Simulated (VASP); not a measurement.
# FePt (P4/mmm) in VASP: relaxation of cell and atoms with PBE

Aim: the relaxation of cell and atoms of FePt with PBE.

All numbers are computed with VASP 6.6.1; they aren't measurements. Logs are shortened: lines on timing, memory, paths and dates and some standing lists are left out, and cuts for length are marked.

## 1. The cell of the first run

The structure is tetragonal, space group P4/mmm (No. 123). The conventional cell has a = 2.726 Å, b = 2.726 Å, c = 3.763 Å, α = 90.00°, β = 90.00°, γ = 90.00°. Within 3.6 Å of Fe (site symmetry 4/mmm) lie 8 Pt at 2.69 Å and 4 Fe at 2.73 Å. Within 3.6 Å of Pt (site symmetry 4/mmm) lie 8 Fe at 2.69 Å and 4 Pt at 2.73 Å.

## 2. Relaxation of cell and atoms, PBE, collinear spin, ferromagnetic start

Input file INCAR:

```
PREC = Accurate
ENCUT = 600
EDIFF = 1E-7
ISMEAR = 0
SIGMA = 0.1
LREAL = False
LASPH = True
NELM = 200
ALGO = Normal
ISIF = 3
LWAVE = False
LCHARG = False
ISPIN = 2
MAGMOM = 3.25 0.43
LORBIT = 11
LMAXMIX = 4
GGA = PE
IBRION = 2
NSW = 100
EDIFFG = -0.01
GGA_COMPAT = False
NELMIN = 4
KPAR = 4
```

Input file KPOINTS:

```
Automatic mesh
0
Gamma
  20 20 14
```

Input file POSCAR:

```
FePt
1.0
    2.7261590898      0.0000000000      0.0000000000
    0.0000000000      2.7261590898      0.0000000000
    0.0000000000      0.0000000000      3.7630096455
Fe Pt
1 1
Direct
    0.5000000000      0.5000000000      0.5000000000
    0.0000000000      0.0000000000      0.0000000000
```

Potentials or basis: VASP PAW PBE potentials, release 64 (Fe, Pt).

Run with:

```console
> cat potpaw_PBE.64/Fe/POTCAR potpaw_PBE.64/Pt/POTCAR > POTCAR
> mpirun -np 4 vasp_std > vasp.out
```

OUTCAR:

```text
PREC = Accurate
   ENCUT = 600
   EDIFF = 1E-7
   ISMEAR = 0
   LREAL = False
   LASPH = True
   NELM = 200
   ISIF = 3
   ISPIN = 2
   LORBIT = 11
   GGA = PE
   IBRION = 2
   NSW = 100
   EDIFFG = -0.01
   NELMIN = 4

 ion  position               nearest neighbor table
   1  0.500  0.500  0.500-   2 2.69   2 2.69   2 2.69   2 2.69   2 2.69   2 2.69   2 2.69   2 2.69

   2  0.000  0.000  0.000-   1 2.69   1 2.69   1 2.69   1 2.69   1 2.69   1 2.69   1 2.69   1 2.69

  LATTYP: Found a simple tetragonal cell.
 ALAT       =     2.7261590898
 C/A-ratio  =     1.3803338402

  Lattice vectors:

 A1 = (   2.7261590898,   0.0000000000,   0.0000000000)
 A2 = (   0.0000000000,   2.7261590898,   0.0000000000)
 A3 = (   0.0000000000,   0.0000000000,   3.7630096455)

Analysis of symmetry for initial positions (statically):
=====================================================================
 Subroutine PRICEL returns:
 Original cell was already a primitive cell.

 Routine SETGRP: Setting up the symmetry group for a
 simple tetragonal supercell.

 Subroutine GETGRP returns: Found 16 space group operations
 (whereof 16 operations were pure point group operations)
 out of a pool of 16 trial point group operations.

The static configuration has the point symmetry D_4h.

Analysis of symmetry for dynamics (positions and initial velocities):
=====================================================================
 Subroutine PRICEL returns:
 Original cell was already a primitive cell.

 Routine SETGRP: Setting up the symmetry group for a
 simple tetragonal supercell.

 Subroutine GETGRP returns: Found 16 space group operations
 (whereof 16 operations were pure point group operations)
 out of a pool of 16 trial point group operations.

The dynamic configuration has the point symmetry D_4h.

Analysis of structural, dynamic, and magnetic symmetry:
=====================================================================
 Subroutine PRICEL returns:
 Original cell was already a primitive cell.

 Routine SETGRP: Setting up the symmetry group for a
 simple tetragonal supercell.

 Subroutine GETGRP returns: Found 16 space group operations
 (whereof 16 operations were pure point group operations)
 out of a pool of 16 trial point group operations.

The overall configuration has the point symmetry D_4h.

 Subroutine INISYM returns: Found 16 space group operations
 (whereof 16 operations are pure point group operations),
 and found     1 'primitive' translations

----------------------------------------------------------------------------------------

                                     Primitive cell

  volume of cell :      27.9665

  direct lattice vectors                    reciprocal lattice vectors
     2.726159090  0.000000000  0.000000000     0.366816450  0.000000000  0.000000000
     0.000000000  2.726159090  0.000000000     0.000000000  0.366816450  0.000000000
     0.000000000  0.000000000  3.763009645     0.000000000  0.000000000  0.265744735

  length of vectors
     2.726159090  2.726159090  3.763009645     0.366816450  0.366816450  0.265744735

  position of ions in fractional coordinates (direct lattice)
     0.500000000  0.500000000  0.500000000
     0.000000000  0.000000000  0.000000000

  ion indices of the primitive-cell ions
   primitive index   ion index
                 1           1
                 2           2

----------------------------------------------------------------------------------------

 KPOINTS: Automatic mesh

Automatic generation of k-mesh.
 Grid dimensions read from file:
 generate k-points for:   20   20   14

 Generating k-lattice:

  Cartesian coordinates                     Fractional coordinates (reciprocal lattice)
     0.018340823  0.000000000  0.000000000     0.050000000  0.000000000  0.000000000
     0.000000000  0.018340823  0.000000000     0.000000000  0.050000000  0.000000000
     0.000000000  0.000000000  0.018981767     0.000000000  0.000000000  0.071428571

  Length of vectors
     0.018340823  0.018340823  0.018981767

  Shift w.r.t. Gamma in fractional coordinates (k-lattice)
     0.000000000  0.000000000  0.000000000

 Subroutine IBZKPT returns following result:
 ===========================================

 Found    528 irreducible k-points:

 Following reciprocal coordinates:
            Coordinates               Weight
  0.000000  0.000000  0.000000      1.000000
  0.050000  0.000000  0.000000      4.000000
  0.100000  0.000000  0.000000      4.000000
  0.150000  0.000000  0.000000      4.000000
  0.200000  0.000000  0.000000      4.000000
  0.250000  0.000000  0.000000      4.000000
[... 16 lines left out ...]
  0.150000  0.100000  0.000000      8.000000
  0.200000  0.100000  0.000000      8.000000
 [... further k-points ...]
   k-points           NKPTS =    528   k-points in BZ     NKDIM =    528   number of bands    NBANDS=     15
   number of dos      NEDOS =    301   number of ions     NIONS =      2
   total plane-waves  NPLWV =  17280
   dimension x,y,z NGX =    24 NGY =   24 NGZ =   30
   dimension x,y,z NGXF=    48 NGYF=   48 NGZF=   60
   ions per type =               1   1
   NGX,Y,Z   is equivalent  to a cutoff of  14.64, 14.64, 13.25 a.u.
   NGXF,Y,Z  is equivalent  to a cutoff of  29.27, 29.27, 26.51 a.u.
 SYSTEM =  unknown system
   PREC   = accura    normal or accurate (medium, high low for compatibility)
   ISTART =      0    job   : 0-new  1-cont  2-samecut
   ICHARG =      2    charge: 1-file 2-atom 10-const
   ISPIN  =      2    spin polarized calculation?
   LNONCOLLINEAR =      F non collinear calculations
   LSORBIT =      F    spin-orbit coupling
   LASPH  =      T    aspherical Exc in radial PAW
   ENCUT  =  600.0 eV  44.10 Ry    6.64 a.u.   5.44  5.44  7.52*2*pi/ulx,y,z
   NELM   =    200;   NELMIN=  4; NELMDL= -5     # of ELM steps
   EDIFF  = 0.1E-06   stopping-criterion for ELM
   LREAL  =      F    real-space projection
   EDIFFG = -.1E-01   stopping-criterion for IOM
   NSW    =    100    number of steps for IOM
   IBRION =      2    ionic relax: 0-MD 1-quasi-New 2-CG
   NFREE  =      1    steps in history (QN), initial steepest desc. (CG)
   ISIF   =      3    stress and relaxation
   ISYM   =      2    0-nonsym 1-usesym 2-fastsym
   POTIM  = 0.5000    time-step for ionic-motion
   TEBEG  =    0.0;   TEEND  =   0.0 temperature during run
   PSTRESS=    0.0 pullay stress
   NELECT =      18.0000    total number of electrons
   NUPDOWN=      -1.0000    fix difference up-down
   EMIN   =  10.00;   EMAX   =-10.00  energy-range for DOS
   EFERMI =   0.00;   METHOD = LEGACY
   ISMEAR =     0;   SIGMA  =   0.10  broadening in eV -4-tet -1-fermi 0-gaus
   EFERMI_NEDOS =   21; number of points for ismear=-14 and -15
   IALGO  =     38    algorithm
   IMIX   =      4    mixing-type and parameters
     AMIX     =   0.40;   BMIX     =  1.00
     AMIX_MAG =   1.60;   BMIX_MAG =  1.00
  volume/ion in A,a.u.               =      13.98        94.36
  Fermi-wavevector in a.u.,A,eV,Ry     =   1.413469  2.671070 27.183024  1.997896
  Thomas-Fermi vector in A             =   2.535112
   LORBIT       =     11    0 simple, 1 ext, 2 COOP (PROOUT), +10 PAW based schemes
   GGA     = PE    functional components
   LHFCALC =     F    Hartree Fock is set to
   AEXX    =    0.0000 exact exchange contribution
   IVDW    =     0    specifies the selected vdW correction
   LEPSILON=     F    determine dielectric tensor
   LRPA    =     F    only Hartree local field effects (RPA)
 conjugate gradient relaxation of ions
 spin polarized calculation
 Gauss-broadening in eV      SIGMA  =   0.10
  energy-cutoff  :      600.00
  volume of cell :       27.97
 maximum number of plane-waves:       951
 NGX is ok and might be reduce to    24
   NGX = 11   NGY = 11   NGZ = 15

--------------------------------------- Ionic step        1  -------------------------------------------

 number of electron      17.9999999 magnetization       3.2858429

 Free energy of the ion-electron system (eV)
  ---------------------------------------------------
  ext. energy  EPLUGINS =         0.00000000
  ---------------------------------------------------
  free energy    TOTEN  =       -14.80960090 eV

  energy without entropy =      -14.80339318  energy(sigma->0) =      -14.80649704

------------------------ aborting loop because EDIFF is reached ----------------------------------------

  FORCE on cell =-STRESS in cart. coord.  units (eV):
  Direction    XX          YY          ZZ          XY          YZ          ZX
  --------------------------------------------------------------------------------------
  -------------------------------------------------------------------------------------
  Total        0.0308915      0.0308915      0.0302867      0.0000000      0.0000000      0.0000000
  in kB        1.7697516      1.7697516      1.7351020      0.0000000      0.0000000      0.0000000
  external PRESSURE =       1.7582017 kB  Pullay stress =       0.0000000 kB
[... 57 lines left out ...]
  energy  without entropy=      -14.8033213632  energy(sigma->0) =      -14.80644920

--------------------------------------- Ionic step        3  -------------------------------------------

 number of electron      17.9999999 magnetization       3.2870731

 Free energy of the ion-electron system (eV)
  ---------------------------------------------------
  ext. energy  EPLUGINS =         0.00000000
  ---------------------------------------------------
  free energy    TOTEN  =       -14.80961244 eV

  energy without entropy =      -14.80338805  energy(sigma->0) =      -14.80650025

 E-fermi :   8.4945     XC(G=0): -12.9757

 val. band max:        8.4933330525   @ k =   0.0000   0.0000   0.2143
 cond. band min:       8.4991441332   @ k =   0.4000   0.1000   0.4286
 fundamental gap:      0.0058110806
 Fermi energy:         8.4944806874

 spin component 1

 k-point     1 :       0.0000    0.0000    0.0000
  band No.  band energies     occupation
      1      -0.9721      1.00000
      2       2.2520      1.00000
      3       2.4321      1.00000
      4       5.1161      1.00000
      5       5.1161      1.00000
      6       5.5654      1.00000
      7       6.4013      1.00000
      8       6.5279      1.00000
      9       7.9820      1.00000
     10       8.0718      1.00000
     11       8.0718      1.00000
     12      10.6337      0.00000
     13      17.9054      0.00000
     14      20.2154      0.00000
     15      20.2154      0.00000
[... 399 lines left out ...]
      1       0.2516      1.00000
      2       2.8773      1.00000
      3       3.2619      1.00000
      4       4.5705      1.00000
      5       5.4955      1.00000
      6       5.7976      1.00000
      7       5.9559      1.00000
      8       6.1003      1.00000
      9       6.6761      1.00000
     10       7.0279      1.00000
     11       7.9319      1.00000
     12      13.8285      0.00000
     13      16.2298      0.00000
     14      18.1271      0.00000
     15      20.3781      0.00000

 [... further k-points ...]

 spin component 2

 k-point     1 :       0.0000    0.0000    0.0000
  band No.  band energies     occupation
      1      -0.8416      1.00000
      2       2.8120      1.00000
      3       2.8235      1.00000
      4       6.2112      1.00000
      5       6.2112      1.00000
      6       7.6973      1.00000
      7       7.7939      1.00000
      8       9.0549      0.00000
      9      10.1612      0.00000
     10      10.1612      0.00000
     11      10.1955      0.00000
     12      10.8126      0.00000
     13      18.7519      0.00000
     14      20.5055      0.00000
     15      20.5055      0.00000
[... 443 lines left out ...]
  FREE ENERGIE OF THE ION-ELECTRON SYSTEM (eV)
  ---------------------------------------------------
  free  energy   TOTEN  =       -14.8096124424 eV

  energy  without entropy=      -14.8033880522  energy(sigma->0) =      -14.80650025

 reached required accuracy - stopping structural energy minimisation

 total charge

# of ion       s       p       d       tot
------------------------------------------
    1        0.404   0.439   6.113   6.956
    2        0.709   0.649   8.048   9.406
--------------------------------------------------
tot          1.112   1.088  14.161  16.362

 magnetization (x)

# of ion       s       p       d       tot
------------------------------------------
    1        0.005  -0.007   2.944   2.942
    2       -0.025  -0.067   0.418   0.326
--------------------------------------------------
tot         -0.020  -0.074   3.362   3.267
```

It took 90 s on 4 MPI ranks of Intel Xeon 6975P-C (Granite Rapids), shared host; peak memory 0.55 GiB.

What came out:

| Quantity | Value |
| --- | --- |
| Free energy | -14.8096 eV |
| Relaxed volume | 13.99 Å³/atom |
| Relaxed cell | a = 2.727 Å, b = 2.727 Å, c = 3.764 Å, α = 90.00°, β = 90.00°, γ = 90.00° |
| Space group after relaxing (to 0.1 Å) | P4/mmm (No. 123) |
| Energy gained by relaxing | 0.0 meV/atom |
| Ionic steps | 3 |
| Pressure after relaxing | 0.0 GPa |
| Net moment | 3.29 μB per cell |
| Site moments | Fe +2.94; Pt +0.33 μB |
| Valence electrons inside the program's atomic spheres | Fe 6.96; Pt 9.41 |

Final structure:
```
CELL_PARAMETERS angstrom
2.72686 0.00000 0.00000
0.00000 2.72686 0.00000
0.00000 0.00000 3.76396
ATOMIC_POSITIONS crystal
Fe 0.50000 0.50000 0.50000
Pt 0.00000 0.00000 0.00000
```

Levels at points of the mesh, in eV from the Fermi level:
Spin up:
| k point | band 7 | band 8 | band 9 | band 10 | band 11 | band 12 | band 13 | band 14 | band 15 |
| --- | --- | --- | --- | --- | --- | --- | --- | --- | --- |
| (0.00, 0.00, 0.00) | -2.09 | -1.97 | -0.51 | -0.42 | -0.42 | 2.14 | 9.41 | 11.72 | 11.72 |
| (0.50, 0.00, 0.00) | -2.61 | -2.52 | -2.15 | -1.58 | 0.15 | 2.05 | 10.27 | 10.34 | 12.23 |
| (0.50, 0.50, 0.00) | -0.55 | -0.54 | -0.54 | 0.59 | 1.69 | 1.69 | 7.57 | 9.93 | 10.75 |
| (0.00, 0.00, 0.50) | -2.31 | -2.31 | -2.09 | -2.09 | -1.86 | -0.79 | 15.50 | 15.68 | 16.14 |
| (0.50, 0.00, 0.50) | -1.23 | -0.89 | -0.55 | -0.54 | -0.45 | -0.42 | 4.64 | 6.65 | 16.18 |
| (0.50, 0.50, 0.50) | -2.35 | -1.75 | -1.06 | 0.59 | 6.80 | 6.80 | 7.65 | 8.33 | 8.40 |
Spin down:
```
           k point  band 4  band 5  band 6  band 7  band 8  band 9  band 10  band 11  band 12  band 13
(0.00, 0.00, 0.00)   -2.28   -2.28   -0.80   -0.70    0.56    1.67     1.67     1.70     2.32    10.26
(0.50, 0.00, 0.00)   -3.39   -2.39   -1.32   -1.14   -0.84    0.58     0.74     2.37     2.57    11.04
(0.50, 0.50, 0.00)   -4.63    0.96    1.24    1.64    1.72    1.72     1.73     1.82     1.82     8.37
(0.00, 0.00, 0.50)   -2.56   -1.83   -1.83   -1.37   -0.53    0.17     0.49     0.49     1.48    15.91
(0.50, 0.00, 0.50)   -2.80   -2.14   -0.44   -0.43   -0.36    0.93     1.48     1.59     1.62     5.59
(0.50, 0.50, 0.50)   -1.87   -1.49   -1.29   -1.29    0.79    0.96     1.73     7.50     7.50     8.52
```

Caveat: spin-orbit coupling is left out, which moves the levels of the heavy elements.
